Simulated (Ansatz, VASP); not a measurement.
Cd: VASP beside Ansatz

File INCAR:

```
PREC = Accurate
ENCUT = 520
EDIFF = 1E-6
ISMEAR = 0
SIGMA = 0.15
LREAL = F
LASPH = T
NELM = 60
ALGO = Fast
ISIF = 2
LWAVE = F
LCHARG = F
GGA = PE
NBANDS = 12
```

File KPOINTS:

```
Automatic mesh
0
Gamma
  18 18 18
```

File POSCAR:

```
Cd
1.0
    0.0000000000      2.3443196358      2.2541534960
    2.2841337375      0.0000000000      2.2541534960
    2.2841337375      2.3443196358      0.0000000000
Cd
1
Direct
    0.0000000000      0.0000000000      0.0000000000
```

Input for Ansatz:

```yaml
crystal:
  lattice:
    - [0.0, 2.3443196358, 2.254153496]
    - [2.2841337375, 0.0, 2.254153496]
    - [2.2841337375, 2.3443196358, 0.0]
  atoms:
    - { symbol: Cd, position: [0.0, 0.0, 0.0] }
basis:
  ecutwfc: 420
kpoints:
  mp_grid: { grid: [18, 18, 18] }
hamiltonian:
  xc: pbe
scf:
  occupations: { method: gaussian, width: 0.15 }
output:
  forces: true
  stress: true
  eigenvalues: true
```

Change from the starting cell: normal strain along x +0.0133, normal strain along y +0.0400.

Alike in both runs: task single point; functional PBE; k mesh 18 × 18 × 18; occupations gaussian, width 0.15 eV; no spin polarisation.

|  | VASP | Ansatz |
| --- | --- | --- |
| version | VASP 6.6.1 | Ansatz 0.2.0 |
| potentials or method | VASP PAW PBE potentials, release 64 (Cd), cutoff 520 eV | scalar-relativistic, plane waves, PAW |
| valence electrons in the cell | 12 | 20 |

```csv
,VASP,Ansatz,Ansatz less VASP
gap on the k mesh at the Fermi level (eV),none,none,-
pressure (GPa),-1.7,-1.9,-0.22
"traceless stress, the component that is largest in VASP (GPa)",-0.53,-0.53,+0.006
```

A gap of «none» marks a metal or a gap that the smearing closes. VASP's potentials hold 12 valence electrons a cell and Ansatz's 20, so a difference there can come from the potentials and not from the codes.
